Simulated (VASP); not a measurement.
# Pt (Fm-3m) in VASP: a series of runs

Pt is run at these levels: PBEsol; tasks: single point.

Program: VASP 6.6.1. These are calculated values, not measurements. Logs are shortened: lines on timing, memory, paths and dates and some standing lists are left out, and cuts for length are marked.

## Step 1: The cell of the first run

Symmetry: Fm-3m, No. 225, cubic system. The conventional cell has a = 3.918 Å, b = 3.918 Å, c = 3.918 Å, α = 90.00°, β = 90.00°, γ = 90.00°. Within 3.7 Å of Pt (site symmetry m-3m) lie 12 Pt at 2.77 Å.

## Step 2: Single point, PBEsol

INCAR

```
SYSTEM = Pt
PREC     = Accurate       ! precision mode
ENCUT    = 520            ! plane-wave cutoff, eV
EDIFF    = 1E-6           ! SCF threshold, eV
ISMEAR   = 0              ! smearing method
SIGMA    = 0.1            ! smearing width, eV
LREAL    = .FALSE.        ! projectors in reciprocal space
LASPH    = .TRUE.         ! aspherical terms in the spheres
NELM     = 80             ! most SCF steps
ALGO     = Normal         ! electronic algorithm
ISIF     = 2              ! what is computed and relaxed
LWAVE    = .FALSE.        ! write WAVECAR
LCHARG   = .FALSE.        ! write CHGCAR
GGA      = PS             ! functional
NBANDS   = 11             ! bands
```

KPOINTS

```
regular mesh
0
G
  18 18 18
  0 0 0
```

POSCAR

```
Pt
1.0
    0.0000000000      1.9590303450      1.9590303450
    1.9590303450      0.0000000000      1.9590303450
    1.9590303450      1.9590303450      0.0000000000
Pt
1
Direct
    0.0000000000      0.0000000000      0.0000000000
```

Potentials or basis: VASP PAW PBE potentials, release 64 (Pt).

Started as:

```
$ cat potpaw_PBE.64/Pt/POTCAR > POTCAR
$ mpirun -np 1 vasp_std > vasp.out
```

OUTCAR:

```text
SYSTEM = Pt
   PREC = Accurate
   ENCUT = 520
   EDIFF = 1E-6
   ISMEAR = 0
   LREAL = .FALSE.
   LASPH = .TRUE.
   NELM = 80
   ISIF = 2
   GGA = PS

 ion  position               nearest neighbor table
   1  0.000  0.000  0.000-

  LATTYP: Found a face centered cubic cell.
 ALAT       =     3.9180606900

  Lattice vectors:

 A1 = (   0.0000000000,   1.9590303450,   1.9590303450)
 A2 = (   1.9590303450,   0.0000000000,   1.9590303450)
 A3 = (   1.9590303450,   1.9590303450,   0.0000000000)

Analysis of symmetry for initial positions (statically):
=====================================================================
 Subroutine PRICEL returns:
 Original cell was already a primitive cell.

 Routine SETGRP: Setting up the symmetry group for a
 face centered cubic supercell.

 Subroutine GETGRP returns: Found 48 space group operations
 (whereof 48 operations were pure point group operations)
 out of a pool of 48 trial point group operations.

The static configuration has the point symmetry O_h .

Analysis of symmetry for dynamics (positions and initial velocities):
=====================================================================
 Subroutine PRICEL returns:
 Original cell was already a primitive cell.

 Routine SETGRP: Setting up the symmetry group for a
 face centered cubic supercell.

 Subroutine GETGRP returns: Found 48 space group operations
 (whereof 48 operations were pure point group operations)
 out of a pool of 48 trial point group operations.

The dynamic configuration has the point symmetry O_h .

 Subroutine INISYM returns: Found 48 space group operations
 (whereof 48 operations are pure point group operations),
 and found     1 'primitive' translations

----------------------------------------------------------------------------------------

                                     Primitive cell

  volume of cell :      15.0367

  direct lattice vectors                    reciprocal lattice vectors
     0.000000000  1.959030345  1.959030345    -0.255228308  0.255228308  0.255228308
     1.959030345  0.000000000  1.959030345     0.255228308 -0.255228308  0.255228308
     1.959030345  1.959030345  0.000000000     0.255228308  0.255228308 -0.255228308

  length of vectors
     2.770487283  2.770487283  2.770487283     0.442068397  0.442068397  0.442068397

  position of ions in fractional coordinates (direct lattice)
     0.000000000  0.000000000  0.000000000

  ion indices of the primitive-cell ions
   primitive index   ion index
                 1           1

[... 72 lines left out ...]
   LREAL  =      F    real-space projection
   EDIFFG = 0.1E-04   stopping-criterion for IOM
   NSW    =      0    number of steps for IOM
   IBRION =     -1    ionic relax: 0-MD 1-quasi-New 2-CG
   NFREE  =      0    steps in history (QN), initial steepest desc. (CG)
   ISIF   =      2    stress and relaxation
   ISYM   =      2    0-nonsym 1-usesym 2-fastsym
   POTIM  = 0.5000    time-step for ionic-motion
   TEBEG  =    0.0;   TEEND  =   0.0 temperature during run
   PSTRESS=    0.0 pullay stress
   NELECT =      10.0000    total number of electrons
   NUPDOWN=      -1.0000    fix difference up-down
   EMIN   =  10.00;   EMAX   =-10.00  energy-range for DOS
   EFERMI =   0.00;   METHOD = LEGACY
   ISMEAR =     0;   SIGMA  =   0.10  broadening in eV -4-tet -1-fermi 0-gaus
   EFERMI_NEDOS =   21; number of points for ismear=-14 and -15
   IALGO  =     38    algorithm
   IMIX   =      4    mixing-type and parameters
     AMIX     =   0.40;   BMIX     =  1.00
     AMIX_MAG =   1.60;   BMIX_MAG =  1.00
  volume/ion in A,a.u.               =      15.04       101.47
  Fermi-wavevector in a.u.,A,eV,Ry     =   1.428972  2.700365 27.782559  2.041961
  Thomas-Fermi vector in A             =   2.548976
   LORBIT       =      0    0 simple, 1 ext, 2 COOP (PROOUT), +10 PAW based schemes
   GGA     = PS    functional components
   LHFCALC =     F    Hartree Fock is set to
   AEXX    =    0.0000 exact exchange contribution
   IVDW    =     0    specifies the selected vdW correction
   LEPSILON=     F    determine dielectric tensor
   LRPA    =     F    only Hartree local field effects (RPA)
 non-spin polarized calculation
 Gauss-broadening in eV      SIGMA  =   0.10
  energy-cutoff  :      520.00
  volume of cell :       15.04
 maximum number of plane-waves:       419
 NGX is ok and might be reduce to    24
   NGX = 11   NGY = 11   NGZ = 11

 number of electron      10.0000000 magnetization

 Free energy of the ion-electron system (eV)
  ---------------------------------------------------
  ext. energy  EPLUGINS =         0.00000000
  ---------------------------------------------------
  free energy    TOTEN  =        -6.96549361 eV

  energy without entropy =       -6.95485146  energy(sigma->0) =       -6.96017254

 E-fermi :  11.1547     XC(G=0): -13.6459

 val. band max:       11.1541420552   @ k =  -0.3333   0.3889   0.1111
 cond. band min:      11.1659151215   @ k =   0.3889   0.2222   0.0000
 fundamental gap:      0.0117730664
 Fermi energy:        11.1546536268

 k-point     1 :       0.0000    0.0000    0.0000
  band No.  band energies     occupation
      1       0.8238      2.00000
      2       7.3280      2.00000
      3       7.3280      2.00000
      4       7.3280      2.00000
      5       9.5167      2.00000
      6       9.5167      2.00000
      7      25.7695      0.00000
      8      30.7432      0.00000
      9      30.7432      0.00000
     10      30.7432      0.00000
     11      36.0528      0.00000
[... 309 lines left out ...]
 k-point    24 :      -0.2222    0.0556    0.0000
  band No.  band energies     occupation
      1       2.8792      2.00000
      2       6.8241      2.00000
      3       7.7247      2.00000
      4       7.7937      2.00000
      5       9.3152      2.00000
      6      10.0023      2.00000
      7      24.8110      0.00000
      8      27.6894      0.00000
      9      32.2113      0.00000
     10      33.6218      0.00000
     11      34.8798      0.00000

 [... further k-points ...]
[... 5 lines left out ...]
  --------------------------------------------------------------------------------------
  -------------------------------------------------------------------------------------
  Total       -0.0400106     -0.0400106     -0.0400106      0.0000000      0.0000000     -0.0000000
  in kB       -4.2631636     -4.2631636     -4.2631636      0.0000000      0.0000000     -0.0000000
  external PRESSURE =      -4.2631636 kB  Pullay stress =       0.0000000 kB

 VOLUME and BASIS-vectors are now :
 -----------------------------------------------------------------------------
  energy-cutoff  :      520.00
  volume of cell :       15.04
      direct lattice vectors                 reciprocal lattice vectors
     0.000000000  1.959030345  1.959030345    -0.255228308  0.255228308  0.255228308
     1.959030345  0.000000000  1.959030345     0.255228308 -0.255228308  0.255228308
     1.959030345  1.959030345  0.000000000     0.255228308  0.255228308 -0.255228308

 POSITION                                       TOTAL-FORCE (eV/Angst)
 -----------------------------------------------------------------------------------
      0.00000      0.00000      0.00000        -0.000000     -0.000000     -0.000000
 -----------------------------------------------------------------------------------
    total drift:                                0.000000     -0.000000     -0.000000

  FREE ENERGIE OF THE ION-ELECTRON SYSTEM (eV)
  ---------------------------------------------------
  free  energy   TOTEN  =        -6.9654936134 eV

  energy  without entropy=       -6.9548514635  energy(sigma->0) =       -6.96017254
```

OSZICAR:

```text
N       E                     dE             d eps       ncg     rms          rms(c)
DAV:   1     0.392050824603E+02    0.39205E+02   -0.54444E+03  4362   0.849E+02
DAV:   2    -0.678841985372E+01   -0.45994E+02   -0.44168E+02  4984   0.177E+02
DAV:   3    -0.741860709369E+01   -0.63019E+00   -0.62811E+00  5014   0.198E+01
DAV:   4    -0.742101817716E+01   -0.24111E-02   -0.24109E-02  4950   0.145E+00
DAV:   5    -0.742103689901E+01   -0.18722E-04   -0.18722E-04  5047   0.118E-01    0.134E+01
DAV:   6    -0.701507320083E+01    0.40596E+00   -0.93672E-01  4629   0.764E+00    0.685E+00
DAV:   7    -0.696985935728E+01    0.45214E-01   -0.16175E-01  4944   0.307E+00    0.258E+00
DAV:   8    -0.696580581376E+01    0.40535E-02   -0.70122E-03  4665   0.764E-01    0.681E-01
DAV:   9    -0.696548932439E+01    0.31649E-03   -0.27102E-04  4764   0.150E-01    0.296E-02
DAV:  10    -0.696549342337E+01   -0.40990E-05   -0.44116E-06  5387   0.149E-02    0.529E-03
DAV:  11    -0.696549361338E+01   -0.19002E-06   -0.52498E-08  2673   0.214E-03
   1 F= -.69654936E+01 E0= -.69601725E+01  d E =-.106421E-01
```

Wall time 9.9 s (1 thread of Intel Xeon 6975P-C (Granite Rapids), shared host); peak memory 0.16 GiB.

Results:

```
Free energy            : -6.9655 eV
Pressure               : -0.4 GPa
Band gap on the k mesh : zero (band 5 reaches 11.65 eV, above the bottom of band 6 at 9.41 eV)
```

Caveat: the PAW data sets were made with another functional, which shifts forces and pressure a little; spin-orbit coupling is left out, which moves the levels of the heavy elements.

## Step 3: Single point, PBEsol

INCAR

```
SYSTEM = Pt
PREC = Accurate
ENCUT = 520
EDIFF = 1E-7
ISMEAR = 0
SIGMA = 0.15
LREAL = .False.
LASPH = .True.
NELM = 80
ALGO = Normal
ISIF = 2
LWAVE = .False.
LCHARG = .False.
GGA = PS
NBANDS = 11
```

KPOINTS

```
Automatic mesh
0
Gamma
  14 14 14
  0 0 0
```

POSCAR

```
Pt
1.0
    0.0000000000      1.9590303458      1.9590303458
    1.9590303458      0.0000000000      1.9590303458
    1.9590303458      1.9590303458      0.0000000000
Pt
1
Direct
    0.0000000000      0.0000000000      0.0000000000
```

Potentials or basis: VASP PAW PBE potentials, release 64 (Pt).

Started as:

```
$ cat potpaw_PBE.64/Pt/POTCAR > POTCAR
$ mpirun -np 1 vasp_std > vasp.out
```

Run time: 5.7 s. Hardware: 1 thread of Intel Xeon 6975P-C (Granite Rapids), shared host; peak memory 0.15 GiB.

Results (log left out):

```yaml
Free_energy: -6.9805 eV
Pressure: -0.4 GPa
Band_gap_on_the_k_mesh: zero (band 5 reaches 11.65 eV, above the bottom of band 6 at 9.41 eV)
```

Levels at points of the mesh, in eV from the Fermi level:
```csv
k point,band 2,band 3,band 4,band 5,band 6,band 7,band 8,band 9
"(0.00, 0.00, 0.00)",-3.82,-3.82,-3.82,-1.62,-1.62,14.62,19.60,19.60
"(0.50, 0.00, 0.00)",-3.87,-3.87,-0.55,0.05,0.05,5.83,14.18,18.97
"(0.50, 0.50, 0.00)",-6.67,0.03,0.50,0.50,1.71,8.87,11.35,11.35
```

Caveat: the PAW data sets were made with another functional, which shifts forces and pressure a little; spin-orbit coupling is left out, which moves the levels of the heavy elements.
